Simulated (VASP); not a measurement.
Here is a VASP 6.6.1 calculation.

Contents of INCAR:

```
SYSTEM = Nb
ALGO = Normal ; EDIFF = 1E-7
ENCUT = 520 ; GGA = PE
ISIF = 2 ; ISMEAR = -1
LASPH = .TRUE. ; LCHARG = .FALSE.
LREAL = .FALSE. ; LWAVE = .FALSE.
NBANDS = 12 ; NELM = 80
PREC = Accurate ; SIGMA = 0.1
```

File KPOINTS:

```
k-points
0
G
  9 9 9
  0 0 0
```

File POSCAR:

```
Nb
1.0
    0.0000000000      2.1428321391      2.1428321391
    2.1428321391      0.0000000000      2.1428321391
    2.1428321391      2.1428321391      0.0000000000
Nb
1
Direct
    0.0000000000      0.0000000000      0.0000000000
```

Potentials or basis: VASP PAW PBE potentials, release 64 (Nb_sv).

Run with:

```bash
$ cat potpaw_PBE.64/Nb_sv/POTCAR > POTCAR
$ mpirun -np 1 vasp_std > vasp.out
```

Estimate the pressure.

-6.8 GPa.
